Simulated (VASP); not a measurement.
# Fe (Im-3m) in VASP: a series of runs, part 2 of 3

VASP 6.6.1. Earlier steps stand in the parts before.

### Step 3. Single point, PBEsol+U, collinear spin, ferromagnetic start

The input, INCAR:

```
PREC     = Accurate       # precision mode
ENCUT    = 600            # plane-wave cutoff, eV
EDIFF    = 1E-6           # SCF threshold, eV
ISMEAR   = -1             # smearing method
SIGMA    = 0.05           # smearing width, eV
LREAL    = False          # projectors in reciprocal space
LASPH    = True           # aspherical terms in the spheres
NELM     = 200            # most SCF steps
ALGO     = Normal         # electronic algorithm
ISIF     = 2              # what is computed and relaxed
LWAVE    = False          # write WAVECAR
LCHARG   = False          # write CHGCAR
ISPIN    = 2              # spin polarisation
MAGMOM   = 3              # initial moments
LORBIT   = 11             # projections on sites
LMAXMIX  = 4              # l up to which the mixer works
LDAU     = True           # DFT+U
LDAUTYPE = 2            
LDAUL    = 2              # shell
LDAUU    = 6              # U, eV
LDAUJ    = 0            
LDAUPRINT= 1            
GGA      = PS             # functional
NBANDS   = 14             # bands
GGA_COMPAT= False
```

The input, KPOINTS:

```
regular mesh
0
Gamma
  13 13 13
```

The input, POSCAR:

```
Fe
1.0
   -1.4430000000      1.4430000000      1.4430000000
    1.4430000000     -1.4430000000      1.4430000000
    1.4430000000      1.4430000000     -1.4430000000
Fe
1
Direct
    0.0000000000      0.0000000000      0.0000000000
```

Potentials or basis: VASP PAW PBE potentials, release 64 (Fe).

Started as:

```console
$ cat potpaw_PBE.64/Fe/POTCAR > POTCAR
$ mpirun -np 1 vasp_std > vasp.out
```

OUTCAR:

```text
PREC = Accurate
   ENCUT = 600
   EDIFF = 1E-6
   ISMEAR = -1
   LREAL = False
   LASPH = True
   NELM = 200
   ISIF = 2
   ISPIN = 2
   LORBIT = 11
   GGA = PS

 ion  position               nearest neighbor table
   1  0.000  0.000  0.000-

  LATTYP: Found a body centered cubic cell.
 ALAT       =     2.8860000000

  Lattice vectors:

 A1 = (  -1.4430000000,   1.4430000000,   1.4430000000)
 A2 = (   1.4430000000,  -1.4430000000,   1.4430000000)
 A3 = (   1.4430000000,   1.4430000000,  -1.4430000000)

Analysis of symmetry for initial positions (statically):
=====================================================================
 Subroutine PRICEL returns:
 Original cell was already a primitive cell.

 Routine SETGRP: Setting up the symmetry group for a
 body centered cubic supercell.

 Subroutine GETGRP returns: Found 48 space group operations
 (whereof 48 operations were pure point group operations)
 out of a pool of 48 trial point group operations.

The static configuration has the point symmetry O_h .

Analysis of symmetry for dynamics (positions and initial velocities):
=====================================================================
 Subroutine PRICEL returns:
 Original cell was already a primitive cell.

 Routine SETGRP: Setting up the symmetry group for a
 body centered cubic supercell.

 Subroutine GETGRP returns: Found 48 space group operations
 (whereof 48 operations were pure point group operations)
 out of a pool of 48 trial point group operations.

The dynamic configuration has the point symmetry O_h .

Analysis of structural, dynamic, and magnetic symmetry:
=====================================================================
[... 178 lines left out ...]
  o =  0.9486  v =  1.0000  0.0000  0.0000  0.0000  0.0000  0.0000  0.0000  0.0000  0.0000  0.0000      0.0000  0.0000  0.0000  0.0000  0.0000  0.0000  0.0000  0.0000  0.0000  0.0000
  o =  0.9547  v =  0.0000  0.0000  0.0600 -0.0000 -0.9982  0.0000  0.0000  0.0000  0.0000  0.0000      0.0000  0.0000  0.0000  0.0000  0.0000  0.0000  0.0000  0.0000  0.0000  0.0000
  o =  0.9547  v =  0.0000 -0.0000  0.9982 -0.0000  0.0600  0.0000  0.0000  0.0000  0.0000  0.0000      0.0000  0.0000  0.0000  0.0000  0.0000  0.0000  0.0000  0.0000  0.0000  0.0000

 number of electron       7.9999995 magnetization       3.0056368

 Free energy of the ion-electron system (eV)
  ---------------------------------------------------
  ext. energy  EPLUGINS =         0.00000000
  ---------------------------------------------------
  free energy    TOTEN  =        -4.54142099 eV

  energy without entropy =       -4.53217835  energy(sigma->0) =       -4.53679967

 E-fermi :   5.6973     XC(G=0): -12.9152

 val. band max:        5.6881874934   @ k =  -0.3077   0.3077   0.3077
 cond. band min:       5.7136031276   @ k =  -0.2308   0.2308   0.0769
 fundamental gap:      0.0254156342
 Fermi energy:         5.6972619005

 spin component 1

 k-point     1 :       0.0000    0.0000    0.0000
  band No.  band energies     occupation
      1      -3.0111      1.00000
      2      -0.1051      1.00000
      3      -0.1051      1.00000
      4      -0.1051      1.00000
      5       1.0616      1.00000
      6       1.0616      1.00000
      7      29.6577      0.00000
      8      29.6577      0.00000
      9      29.6577      0.00000
     10      30.7736      0.00000
     11      30.7736      0.00000
     12      30.7736      0.00000
[... 793 lines left out ...]
      3       5.3115      0.99955
      4       8.4756      0.00000
      5       8.7344      0.00000
      6       9.1929      0.00000
      7      19.3096      0.00000
      8      22.7899      0.00000
      9      24.5979      0.00000
     10      31.5000      0.00000
     11      36.3812      0.00000
     12      37.6698      0.00000
     13      39.6373      0.00000
     14      43.4690      0.00000

 [... further k-points ...]
[... 5 lines left out ...]
  --------------------------------------------------------------------------------------
  -------------------------------------------------------------------------------------
  Total        0.5742704      0.5742704      0.5742704      0.0000000     -0.0000000      0.0000000
  in kB       76.5540200     76.5540200     76.5540200      0.0000000     -0.0000000      0.0000000
  external PRESSURE =      76.5540200 kB  Pullay stress =       0.0000000 kB

 VOLUME and BASIS-vectors are now :
 -----------------------------------------------------------------------------
  energy-cutoff  :      600.00
  volume of cell :       12.02
      direct lattice vectors                 reciprocal lattice vectors
    -1.443000000  1.443000000  1.443000000     0.000000000  0.346500347  0.346500347
     1.443000000 -1.443000000  1.443000000     0.346500347  0.000000000  0.346500347
     1.443000000  1.443000000 -1.443000000     0.346500347  0.346500347  0.000000000

 POSITION                                       TOTAL-FORCE (eV/Angst)
 -----------------------------------------------------------------------------------
      0.00000      0.00000      0.00000        -0.000000     -0.000000     -0.000000
 -----------------------------------------------------------------------------------
    total drift:                               -0.000000     -0.000000      0.000000

  FREE ENERGIE OF THE ION-ELECTRON SYSTEM (eV)
  ---------------------------------------------------
  free  energy   TOTEN  =        -4.5414209885 eV

  energy  without entropy=       -4.5321783470  energy(sigma->0) =       -4.53679967

 total charge

# of ion       s       p       d       tot
------------------------------------------
    1        0.490   0.541   6.181   7.211

 magnetization (x)

# of ion       s       p       d       tot
------------------------------------------
    1       -0.026  -0.126   3.302   3.149
```

stdout:

```text
POSCAR found type information on POSCAR Fe
 POSCAR found :  1 types and       1 ions
 scaLAPACK will be used
 -----------------------------------------------------------------------------
|                                                                             |
|                                                                             |
|     You enforced a specific xc type in the INCAR file but a different       |
|     I HOPE YOU KNOW WHAT YOU ARE DOING!                                     |
|                                                                             |
 -----------------------------------------------------------------------------

 LDA part: xc-table for (Slater+PW92), standard interpolation
 POSCAR, INCAR and KPOINTS ok, starting setup
 FFT: planning ... GRIDC
 FFT: planning ... GRID_SOFT
 FFT: planning ... GRID
 WAVECAR not read
 entering main loop
```

Run time: 51 s. Hardware: 1 thread of AMD EPYC 7R43 (Zen 3), shared host; peak memory 0.11 GiB.

What came out:

- Free energy: -4.5414 eV
- Pressure: 7.7 GPa
- Net moment: 3.01 μB per cell
- Site moments: Fe +3.15 μB
- Valence electrons inside the program's atomic spheres: Fe 7.21

Levels at points of the mesh, in eV from the Fermi level:
Spin up:
```tsv
k point	band 3	band 4	band 5	band 6	band 7	band 8
(0.00, 0.00, 0.00)	-5.80	-5.80	-4.64	-4.64	23.96	23.96
```
Spin down:
| k point | band 1 | band 2 | band 3 | band 4 | band 5 | band 6 | band 7 | band 8 |
| --- | --- | --- | --- | --- | --- | --- | --- | --- |
| (0.00, 0.00, 0.00) | -8.55 | 0.49 | 0.49 | 0.49 | 3.37 | 3.37 | 23.54 | 23.54 |

Eigenvalues of the final occupation matrices:
| site | spin | trace | eigenvalues |
| --- | --- | --- | --- |
| site 1 d | 1 | 4.76 | 0.95 0.95 0.95 0.95 0.95 |
| site 1 d | 2 | 1.45 | 0.18 0.18 0.36 0.36 0.36 |

Caveat: the PAW data sets were made with another functional, which shifts forces and pressure a little; the U is typed as a test and isn't derived for this compound.

### Step 4. Single point, PBEsol+U, collinear spin, ferromagnetic start

The input, INCAR:

```
ALGO = Normal
EDIFF = 1E-6
ENCUT = 600
GGA = PS
GGA_COMPAT = False
ISIF = 2
ISMEAR = -1
ISPIN = 2
LASPH = True
LCHARG = False
LDAU = True
LDAUJ = 0
LDAUL = 2
LDAUPRINT = 1
LDAUTYPE = 2
LDAUU = 8
LMAXMIX = 4
LORBIT = 11
LREAL = False
LWAVE = False
MAGMOM = 3
NBANDS = 14
NELM = 200
PREC = Accurate
SIGMA = 0.05
```

The input, KPOINTS:

```
k-points
0
Gamma
  13 13 13
```

POSCAR is that of step 3.

Started as:

```console
$ cat potpaw_PBE.64/Fe/POTCAR > POTCAR
$ mpirun -np 1 vasp_std > vasp.out
```

Wall time 64 s (1 thread of AMD EPYC 7R43 (Zen 3), shared host); peak memory 0.11 GiB.

The run converged. Its results:

- Free energy: -3.3758 eV
- Pressure: 12.7 GPa
- Net moment: 3.08 μB per cell
- Site moments: Fe +3.26 μB
- Valence electrons inside the program's atomic spheres: Fe 7.24

Levels at points of the mesh, in eV from the Fermi level:
Spin up:
```csv
k point,band 3,band 4,band 5,band 6,band 7,band 8,band 9,band 10
"(0.00, 0.00, 0.00)",-7.07,-7.07,-5.96,-5.96,22.59,22.59,22.59,23.81
```
Spin down:
| k point | band 1 | band 2 | band 3 | band 4 | band 5 | band 6 | band 7 | band 8 |
| --- | --- | --- | --- | --- | --- | --- | --- | --- |
| (0.00, 0.00, 0.00) | -8.73 | 0.47 | 0.47 | 0.47 | 4.15 | 4.15 | 23.35 | 23.35 |

Eigenvalues of the final occupation matrices:
| site | spin | trace | eigenvalues |
| --- | --- | --- | --- |
| site 1 d | 1 | 4.82 | 0.96 0.96 0.96 0.97 0.97 |
| site 1 d | 2 | 1.39 | 0.14 0.14 0.37 0.37 0.37 |

Caveat: the PAW data sets were made with another functional, which shifts forces and pressure a little; the U is typed as a test and isn't derived for this compound.

### Step 5. Density of states, PBEsol+U, collinear spin, ferromagnetic start

POSCAR is that of step 4.

The input, INCAR.step1:

```
SYSTEM = Fe
  ALGO = Normal
  EDIFF = 1E-6
  ENCUT = 520
  GGA = PS
  GGA_COMPAT = .FALSE.
  ISIF = 2
  ISMEAR = -1
  ISPIN = 2
  LASPH = .TRUE.
  LCHARG = .TRUE.
  LDAU = .TRUE.
  LDAUJ = 0
  LDAUL = 2
  LDAUPRINT = 1
  LDAUTYPE = 2
  LDAUU = 4
  LMAXMIX = 4
  LORBIT = 11
  LREAL = .FALSE.
  LWAVE = .FALSE.
  MAGMOM = 3
  NBANDS = 14
  NEDOS = 2001
  NELM = 200
  PREC = Accurate
  SIGMA = 0.05
```

The input, KPOINTS.step1:

```
k-points
0
G
  13 13 13
  0 0 0
```

The input, INCAR.step2:

```
SYSTEM = Fe
  ALGO = Normal
  EDIFF = 1E-6
  ENCUT = 520
  GGA = PS
  GGA_COMPAT = .FALSE.
  ICHARG = 11
  ISIF = 2
  ISMEAR = -5
  ISPIN = 2
  LASPH = .TRUE.
  LCHARG = .FALSE.
  LDAU = .TRUE.
  LDAUJ = 0
  LDAUL = 2
  LDAUPRINT = 1
  LDAUTYPE = 2
  LDAUU = 4
  LMAXMIX = 4
  LORBIT = 10
  LREAL = .FALSE.
  LWAVE = .FALSE.
  MAGMOM = 3
  NEDOS = 1001
  NELM = 200
  PREC = Accurate
  SIGMA = 0.05
```

The input, KPOINTS.step2:

```
k-points
0
G
  20 20 20
  0 0 0
```

Started as:

```console
$ cat potpaw_PBE.64/Fe/POTCAR > POTCAR
$ cp INCAR.step1 INCAR
$ cp KPOINTS.step1 KPOINTS
$ mpirun -np 1 vasp_std > vasp.out
$ cp INCAR.step2 INCAR
$ cp KPOINTS.step2 KPOINTS
$ mpirun -np 1 vasp_std > vasp.out
```

Run time: 93 s. Hardware: 1 thread of AMD EPYC 7R43 (Zen 3), shared host; peak memory 0.16 GiB.

Results (log left out):

```yaml
Net_moment: 2.93 μB per cell
Site_moments: Fe +2.97 μB
Valence_electrons_inside_the_program's_atomic_spheres: Fe 7.20
```

Levels at points of the mesh, in eV from the Fermi level:
Spin up:
```tsv
k point	band 3	band 4	band 5	band 6	band 7	band 8
(0.00, 0.00, 0.00)	-4.54	-4.54	-3.34	-3.34	24.10	24.10
(0.50, 0.00, 0.00)	-3.31	-3.20	-2.11	0.13	5.51	17.50
(0.50, 0.50, 0.50)	-2.35	-2.35	-2.35	9.07	9.07	9.07
```
Spin down:
```csv
k point,band 1,band 2,band 3,band 4,band 5,band 6
"(0.00, 0.00, 0.00)",-8.32,0.42,0.42,0.42,2.81,2.81
"(0.50, 0.00, 0.00)",-3.01,-0.85,0.25,2.56,3.09,3.31
"(0.50, 0.50, 0.50)",-1.87,-1.87,3.01,3.01,3.01,9.47
```

Eigenvalues of the final occupation matrices:
```tsv
site	spin	trace	eigenvalues
site 1 d	1	4.68	0.93 0.93 0.93 0.94 0.94
site 1 d	2	1.54	0.21 0.21 0.37 0.37 0.37
```

Caveat: the PAW data sets were made with another functional, which shifts forces and pressure a little; the U is typed as a test and isn't derived for this compound; tetrahedron occupations give inexact forces and stress in metals.

(Part 2 of 3 ends here.)
